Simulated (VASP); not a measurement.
The system is WC4.

```
W C
1.0
    -2.54157    2.54157    2.54157
     2.54157   -2.54157    2.54157
     2.54157    2.54157   -2.54157
W C
1 4
Cartesian
  0.0000 0.0000 0.0000
  1.2708 1.2708 -1.2708
  -1.2708 1.2708 1.2708
  1.2708 1.2708 1.2708
  1.2708 -1.2708 1.2708
```

- Program: VASP 6.6.1
- Task: relaxation of cell and atoms
- Functional: PBE
- Potentials or basis: VASP PAW PBE potentials, release 64 (W_sv, C)
- Cutoff: 600 eV
- k mesh: 6 × 6 × 6
- Occupations: gaussian, width 0.1 eV
- Spin: no spin polarisation

At the start: pressure -24.0 GPa; volume 13.13 Å³/atom.

Where does the relaxation end?

Over 4 steps the energy falls by 168.5 meV/atom and the volume is 11.20 Å³/atom (-14.8 %); space group Im-3m (No. 229, to 0.05 Å).

Step by step:
```csv
step,energy change (eV),largest force (eV/Å),pressure (GPa),volume (Å³)
1,0.0000,0.0000,-24.04,65.67
2,-0.0491,0.0000,38.94,48.66
3,-0.8419,0.0000,-0.81,56.16
4,-0.8425,0.0000,-0.13,55.98
```

Final structure:
```xyz
5
Lattice="-2.4098 2.4098 2.4098 2.4098 -2.4098 2.4098 2.4098 2.4098 -2.4098" Properties=species:S:1:pos:R:3 pbc="T T T"
W     4.8197    0.0000    0.0000
C     3.6147   -1.2049    1.2049
C    -1.2049    1.2049    1.2049
C     1.2049    1.2049    1.2049
C     1.2049    3.6147    1.2049
```
